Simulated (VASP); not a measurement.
Here is a VASP 6.6.1 calculation.

The input INCAR:

```
SYSTEM = Ge
ALGO = Normal ; EDIFF = 1E-7
EDIFFG = -0.005 ; ENCUT = 600
GGA = PE ; IBRION = 2
ISIF = 3 ; ISMEAR = -1
IVDW = 13 ; LASPH = .TRUE.
LCHARG = .FALSE. ; LREAL = .FALSE.
LWAVE = .FALSE. ; NELM = 60
NSW = 80 ; PREC = Accurate
SIGMA = 0.05
```

KPOINTS

```
k-points
0
G
  8 8 8
  0 0 0
```

The input POSCAR:

```
Ge
1.0
    0.0000000000      2.8289100000      2.8289100000
    2.8289100000      0.0000000000      2.8289100000
    2.8289100000      2.8289100000      0.0000000000
Ge
2
Direct
    0.7500000000      0.7500000000      0.7500000000
    0.5000000000      0.5000000000      0.5000000000
```

Potentials or basis: VASP PAW PBE potentials, release 64 (Ge_d).

Launch:

```console
$ cat potpaw_PBE.64/Ge_d/POTCAR > POTCAR
$ mpirun -np 1 vasp_std > vasp.out
```

Problem. Estimate the dispersion energy per atom.

Solution. -0.321 eV.

Problem. Predict the band gap on the k mesh.

Solution. Zero (filled and empty bands touch).

Problem. Estimate the relaxed cell.

Solution. a = 4.027 Å, b = 4.027 Å, c = 4.027 Å, α = 60.00°, β = 60.00°, γ = 60.00°.

Final structure:
```xyz
2
Lattice="0.0000 2.8476 2.8476 2.8476 0.0000 2.8476 2.8476 2.8476 0.0000" Properties=species:S:1:pos:R:3 pbc="T T T"
Ge    4.2713    4.2713    4.2713
Ge    2.8476    2.8476    2.8476
```

Caveat: pairwise dispersion overbinds metals, which lowers pressure and volume.

The cell as given is a measured one (22.64 Å³/atom); PBE+D4 puts the equilibrium volume +2.0 % from it, thermal expansion not counted.
